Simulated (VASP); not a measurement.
**Cd6Te: single point with PBE**

The system is Cd6Te.

```
Cd Te
1.0
     5.70940    0.00000    0.00000
    -2.85470    4.94449    0.00000
     0.00000    0.00000    6.86967
Cd Te
6 1
Direct
  0.37167 0.37167 0.18293
  0.00000 0.62833 0.18293
  0.62833 0.00000 0.18293
  0.00000 0.37167 0.81707
  0.37167 0.00000 0.81707
  0.62833 0.62833 0.81707
  0.00000 0.00000 0.50000
```

The cell was built from a structure type or drawn by symmetry, and may not be a known phase.

```json
{
  "Program": "VASP 6.6.1",
  "Task": "single point",
  "Functional": "PBE",
  "Potentials or basis": "VASP PAW PBE potentials, release 64 (Cd, Te)",
  "Cutoff": "520 eV",
  "k mesh": "3 × 3 × 3",
  "Occupations": "gaussian, width 0.2 eV",
  "Spin": "no spin polarisation",
  "Dipole correction": "no",
  "Further INCAR settings": "ALGO = Normal; EDIFF = 1e-07; NBANDS = 48"
}
```

```json
{
 "Pressure": "0.4 GPa",
 "Largest force": "0.088 eV/Å",
 "Band gap on the k mesh": "zero (bands 39 and 40 overlap by 0.13 eV)"
}
```

Forces on the atoms (eV/Å):
```
Cd  -0.030 -0.052  0.064
Cd  -0.030  0.052  0.064
Cd   0.060  0.000  0.064
Cd   0.030 -0.052 -0.064
Cd  -0.060  0.000 -0.064
Cd   0.030  0.052 -0.064
Te   0.000  0.000  0.000
```

Stress tensor (GPa, compression positive):
```
0.31 0.00 0.00
0.00 0.31 0.00
0.00 0.00 0.47
```

Levels at points of the mesh, in eV from the Fermi level:
```
           k point  band 35  band 36  band 37  band 38  band 39  band 40  band 41  band 42  band 43  band 44
(0.00, 0.00, 0.00)    -2.85    -0.49    -0.49    -0.33    -0.15    -0.11     1.27     1.27     2.02     2.02
```

It took 120 s on 1 thread of Intel Xeon 8259CL, with other jobs on the host, peak memory 0.32 GiB.

Caveat: the k points lie up to 0.42 Å⁻¹ apart; semilocal functionals underestimate gaps, so a narrow gap can read as zero; spin-orbit coupling is left out, which moves the levels of the heavy elements.
